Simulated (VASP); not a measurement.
As:

```
As
1.0
     1.88080    1.08588    3.51406
    -1.88080    1.08588    3.51406
     0.00000   -2.17176    3.51406
As
2
Cartesian
  0.0000 0.0000 8.1597
  0.0000 0.0000 2.3825
```

| Quantity | Value |
| --- | --- |
| Program | VASP 6.6.1 |
| Task | relaxation of cell and atoms |
| Functional | PBEsol |
| Dispersion | D3(BJ) |
| Potentials or basis | VASP PAW PBE potentials, release 64 (As) |
| Cutoff | 600 eV |
| k mesh | 7 × 7 × 7 |
| Occupations | methfessel-paxton, width 0.05 eV |
| Spin | no spin polarisation |

At the start: pressure -2.2 GPa; volume 21.53 Å³/atom.

**Question.** Where does the relaxation end?

**Answer.** Over 10 steps the energy falls by 32.6 meV/atom and the volume is 19.94 Å³/atom (-7.4 %); space group R-3m (No. 166, to 0.05 Å).

The path:
| step | energy change (eV) | largest force (eV/Å) | pressure (GPa) | volume (Å³) |
| --- | --- | --- | --- | --- |
| 1 | 0.0000 | 0.3972 | -2.16 | 43.06 |
| 2 | -0.0283 | 0.3631 | 0.14 | 41.27 |
| 3 | -0.0326 | 0.3441 | 1.68 | 40.29 |
| 4 | -0.0494 | 0.0869 | 1.02 | 40.00 |
| 5 | -0.0566 | 0.1788 | 0.44 | 39.65 |
| 6 | -0.0627 | 0.1054 | 0.02 | 39.83 |
| 7 | -0.0648 | 0.0161 | -0.47 | 40.06 |
| 8 | -0.0649 | 0.0312 | -0.39 | 40.02 |
| 9 | -0.0651 | 0.0240 | 0.15 | 39.81 |
| 10 | -0.0652 | 0.0080 | 0.00 | 39.87 |

Final structure:
```
As
1.0
     1.87920    1.08496    3.25927
    -1.87920    1.08496    3.25927
     0.00000   -2.16991    3.25927
As
2
Cartesian
  0.0000 0.0000 7.5076
  0.0000 0.0000 2.2702
```

Caveat: the PAW data sets were made with another functional, which shifts forces and pressure a little.
